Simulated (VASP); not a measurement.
Write the native input for VASP 6.6.1 that does the following.

- Task: single point
- Functional: LDA
- Potentials or basis: VASP PAW LDA potentials, release 64 (Rb_sv)
- Cutoff: 520 eV
- k mesh: 10 × 10 × 10
- Occupations: fermi-dirac, width 0.05 eV
- Spin: no spin polarisation
- Dipole correction: no
- Further INCAR settings: ALGO = Normal; EDIFF = 1e-06; NBANDS = 10

The structure of Rb lies in POSCAR:

```
Rb
1.0
   -2.8060000000      2.8060000000      2.8060000000
    2.8060000000     -2.8060000000      2.8060000000
    2.8060000000      2.8060000000     -2.8060000000
Rb
1
Direct
    0.0000000000      0.0000000000      0.0000000000
```

One way to write it, as run:

INCAR

```
  PREC = Accurate
  ENCUT = 520
  EDIFF = 1E-6
  ISMEAR = -1
  SIGMA = 0.05
  LREAL = F
  LASPH = T
  NELM = 100
  ALGO = Normal
  ISIF = 2
  LWAVE = F
  LCHARG = F
  GGA = CA
  NBANDS = 10
```

KPOINTS

```
regular mesh
0
Gamma
  10 10 10
```

Potentials or basis: VASP PAW LDA potentials, release 64 (Rb_sv).

Command:

```sh
$ cat potpaw_LDA.64/Rb_sv/POTCAR > POTCAR
$ mpirun -np 1 vasp_std > vasp.out
```

Results of the run:

- Pressure: -0.4 GPa
- Band gap on the k mesh: zero (an odd number of electrons rules out a gap without spin polarisation)

Wall time 26 s on 1 thread of Intel Xeon 8259CL (shared host), peak memory 0.18 GiB.
